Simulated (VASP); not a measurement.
Set up this calculation in VASP 6.6.1, as the native input.

- Task: single point
- Functional: revPBE
- Dispersion: D3(BJ)
- Potentials or basis: VASP PAW PBE potentials, release 64 (Co, O)
- Cutoff: 520 eV
- k mesh: 10 × 10 × 10
- Occupations: gaussian, width 0.05 eV
- Spin: collinear spin, ferromagnetic start
- Starting moments: [2.88, 0.24] μB
- Hubbard terms: Co d U = 3.3 eV
- Dipole correction: no
- Further INCAR settings: ALGO = Normal; EDIFF = 1e-06; NBANDS = 18

The structure of CoO lies in POSCAR:

```
CoO
1.0
   -1.5259474641      1.5261534623      2.1569175805
    1.4958956076     -1.5261534623      2.1354367706
    1.5259474641      1.5261534623     -2.1569175805
Co O
1 1
Direct
    0.0000000000      0.0000000000      0.0000000000
    0.5000000000      0.5000000000      0.0000000000
```

These files were run (other wordings do the same):

INCAR

```
  PREC = Accurate
  ENCUT = 520
  EDIFF = 1E-6
  ISMEAR = 0
  SIGMA = 0.05
  LREAL = F
  LASPH = T
  NELM = 150
  ALGO = Normal
  ISIF = 2
  LWAVE = F
  LCHARG = F
  ISPIN = 2
  MAGMOM = 2.88 0.24
  LORBIT = 11
  LMAXMIX = 4
  LDAU = T
  LDAUTYPE = 2
  LDAUL = 2 -1
  LDAUU = 3.3 0
  LDAUJ = 0 0
  LDAUPRINT = 1
  GGA = RE
  IVDW = 12
  NBANDS = 18
```

KPOINTS

```
Automatic mesh
0
Gamma
  10 10 10
```

Potentials or basis: VASP PAW PBE potentials, release 64 (Co, O).

Run with:

```bash
$ cat potpaw_PBE.64/Co/POTCAR potpaw_PBE.64/O/POTCAR > POTCAR
$ mpirun -np 1 vasp_std > vasp.out
```

It gave:

```json
{
  "Pressure": "-7.9 GPa",
  "Band gap on the k mesh": "zero (filled and empty bands overlap)",
  "Net moment": "3.00 μB per cell",
  "Site moments": "Co +2.73; O +0.25 μB",
  "Valence electrons inside the program's atomic spheres": "Co 7.76; O 5.00",
  "Dispersion energy per atom": "-0.493 eV"
}
```

Caveat: the cell stands under tension; the PAW data sets were made with another functional, which shifts forces and pressure a little; a cell with one magnetic atom can't hold antiferromagnetic order, which such compounds often take.

Wall time 12 min on 1 thread of Intel Xeon 8259CL, with other jobs on the host, peak memory 0.29 GiB.
